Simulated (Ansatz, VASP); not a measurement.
# KSiSe3 in VASP and in Ansatz

Contents of INCAR:

```
PREC = Accurate
ENCUT = 520
EDIFF = 1E-6
ISMEAR = 0
SIGMA = 0.1
LREAL = False
LASPH = True
NELM = 80
ALGO = Normal
ISIF = 2
LWAVE = False
LCHARG = False
GGA = PE
NBANDS = 42
```

Contents of KPOINTS:

```
regular mesh
0
Gamma
  4 4 4
```

The input POSCAR:

```
KSiSe3
1.0
   -3.4040376700      3.4040376700      4.8140362400
    3.4040376700     -3.4040376700      4.8140362400
    3.4040376700      3.4040376700     -4.8140362400
K Si Se
2 2 6
Direct
    0.7500000000      0.2500000000      0.5000000000
    0.2500000000      0.7500000000      0.5000000000
    0.5000000000      0.5000000000      0.0000000000
    0.0000000000      0.0000000000      0.0000000000
    0.2680143500      0.7680143500      0.0360287000
    0.7680143500      0.7319856500      0.5000000000
    0.7500000000      0.7500000000      0.0000000000
    0.7319856500      0.2319856500      0.9639713000
    0.2319856500      0.2680143500      0.5000000000
    0.2500000000      0.2500000000      0.0000000000
```

Input for Ansatz:

```yaml
crystal:
  lattice:
    - [-3.40403767, 3.40403767, 4.81403624]
    - [3.40403767, -3.40403767, 4.81403624]
    - [3.40403767, 3.40403767, -4.81403624]
  atoms:
    - { symbol: K, position: [0.75, 0.25, 0.5] }
    - { symbol: K, position: [0.25, 0.75, 0.5] }
    - { symbol: Si, position: [0.5, 0.5, 0.0] }
    - { symbol: Si, position: [0.0, 0.0, 0.0] }
    - { symbol: Se, position: [0.26801435, 0.76801435, 0.0360287] }
    - { symbol: Se, position: [0.76801435, 0.73198565, 0.5] }
    - { symbol: Se, position: [0.75, 0.75, 0.0] }
    - { symbol: Se, position: [0.73198565, 0.23198565, 0.9639713] }
    - { symbol: Se, position: [0.23198565, 0.26801435, 0.5] }
    - { symbol: Se, position: [0.25, 0.25, 0.0] }
basis:
  ecutwfc: 420
kpoints:
  mp_grid: { grid: [4, 4, 4] }
hamiltonian:
  xc: pbe
scf:
  occupations: { method: gaussian, width: 0.1 }
  lower_state_search: "off"
output:
  forces: true
  stress: true
  eigenvalues: true
```

Alike in both runs: task single point; functional PBE; k mesh 4 × 4 × 4; occupations gaussian, width 0.1 eV; no spin polarisation.

|  | VASP | Ansatz |
| --- | --- | --- |
| version | VASP 6.6.1 | Ansatz 0.2.0 |
| potentials or method | VASP PAW PBE potentials, release 64 (K_sv, Si, Se), cutoff 520 eV | scalar-relativistic, plane waves, PAW |
| valence electrons in the cell | 62 | 122 |

VASP gave:

| Item | Value |
| --- | --- |
| gap on the k mesh at the Fermi level (eV) | none |
| pressure (GPa) | 6.8 |
| traceless stress, the component that is largest in VASP (GPa) | 0.84 |
| rms of the force components (eV/Å) | 0.044 |

**Question.** Which values does Ansatz return?

**Answer.** gap on the k mesh at the Fermi level (eV): none; pressure (GPa): 6.6; traceless stress, the component that is largest in VASP (GPa): 0.84; rms of the force components (eV/Å): 0.045.

Atom by atom the forces differ by 0.001 eV/Å (rms over components). A gap of «none» marks a metal or a gap that the smearing closes. The functional is the same, so the differences come from potentials, cutoffs and numerics. VASP's potentials hold 62 valence electrons a cell and Ansatz's 122, so a difference there can come from the potentials and not from the codes.
